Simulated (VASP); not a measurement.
Write the native input for VASP 6.6.1 that does the following.

- Task: relaxation of cell and atoms
- Functional: PBE
- Potentials or basis: VASP PAW PBE potentials, release 64 (Na_pv, Be)
- Cutoff: 600 eV
- k mesh: 4 × 4 × 4
- Occupations: gaussian, width 0.1 eV
- Spin: no spin polarisation
- Dipole correction: no
- Further INCAR settings: ALGO = Fast; EDIFF = 1e-07; IBRION = 2; EDIFFG = -0.04; NSW = 90; ISIF = 3

The structure of NaBe2 lies in POSCAR:

```
NaBe2
1.0
    4.6058009134      0.0000000000      0.0000000000
    0.0000000000      4.6058009134      0.0000000000
    0.0000000000      0.0000000000      4.3527471357
Na Be
2 4
Direct
    0.0000000000      0.5000000000      0.2500000000
    0.5000000000      0.0000000000      0.7500000000
    0.0000000000      0.0000000000      0.3333333333
    0.5000000000      0.5000000000      0.3333333333
    0.0000000000      0.0000000000      0.6666666667
    0.5000000000      0.5000000000      0.6666666667
```

The input as run:

INCAR

```
PREC = Accurate ; ENCUT = 600
EDIFF = 1E-7 ; ISMEAR = 0
SIGMA = 0.1 ; LREAL = F
LASPH = T ; NELM = 80
ALGO = Fast ; ISIF = 3
LWAVE = F ; LCHARG = F
GGA = PE ; IBRION = 2
NSW = 90 ; EDIFFG = -0.04
```

KPOINTS

```
Automatic mesh
0
Gamma
  4 4 4
```

Potentials or basis: VASP PAW PBE potentials, release 64 (Na_pv, Be).

The run is started by

```sh
$ cat potpaw_PBE.64/Na_pv/POTCAR potpaw_PBE.64/Be/POTCAR > POTCAR
$ mpirun -np 1 vasp_std > vasp.out
```

Results of the run:

```
Relaxed volume                         : 20.65 Å³/atom
Relaxed cell                           : a = 5.466 Å, b = 5.466 Å, c = 4.147 Å, α = 90.00°, β = 90.00°, γ = 90.00°
Space group after relaxing (to 0.05 Å) : P4/nmm (No. 129)
Energy gained by relaxing              : 1204.5 meV/atom
Ionic steps                            : 17
Pressure after relaxing                : 0.0 GPa
Largest force after relaxing           : 0.020 eV/Å
Band gap on the k mesh                 : zero (band 11 reaches 2.76 eV, above the bottom of band 12 at -0.22 eV)
```

Caveat: the k points lie up to 0.38 Å⁻¹ apart in the final cell; the volume moved by over 15 % at a fixed basis, so the end points are rough.

It took 4.7 min on 1 thread of AMD EPYC 9R45 96-Core Processor (Zen 5), with other jobs on the host, peak memory 0.21 GiB.
